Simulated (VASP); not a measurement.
Li2ClF, 4 atoms in the cell. Symmetry: R-3m, No. 166, trigonal system. Conventional cell: a = 3.288 Å, b = 3.288 Å, c = 15.791 Å, α = 90.00°, β = 90.00°, γ = 120.00°. F (site symmetry -3m) has 6 Li at 2.20 Å within 2.9 Å. Cl (site symmetry -3m) has 6 Li at 2.44 Å and 6 F at 3.24 Å and 6 Cl at 3.29 Å within 3.3 Å. Li (site symmetry 3m) has 3 F at 2.20 Å and 3 Cl at 2.44 Å and 3 Li at 2.91 Å within 3.0 Å. 

```yaml
Program: VASP 6.6.1
Task: single point
Functional: PBE
Potentials_or_basis: VASP PAW PBE potentials, release 64 (F, Cl, Li_sv)
Cutoff: 520 eV
k_mesh: 6 × 6 × 6
Occupations: gaussian, width 0.01 eV
Spin: no spin polarisation
Dipole_correction: no
Further_INCAR_settings: ALGO = Normal; EDIFF = 1e-07; NBANDS = 18
```

Potentials or basis: VASP PAW PBE potentials, release 64 (F, Cl, Li_sv).

Command:

```console
$ cat potpaw_PBE.64/F/POTCAR potpaw_PBE.64/Cl/POTCAR potpaw_PBE.64/Li_sv/POTCAR > POTCAR
$ mpirun -np 1 vasp_std > vasp.out
```

Hardware: 1 thread of AMD EPYC 9755 128-Core Processor, with other jobs on the host.

Task: How long does it take, and how much memory?

Result: Run time: 80 s on 1 thread of AMD EPYC 9755 128-Core Processor, on a shared host, peak memory 0.21 GiB. Counts: scf iterations 15, k points 32.
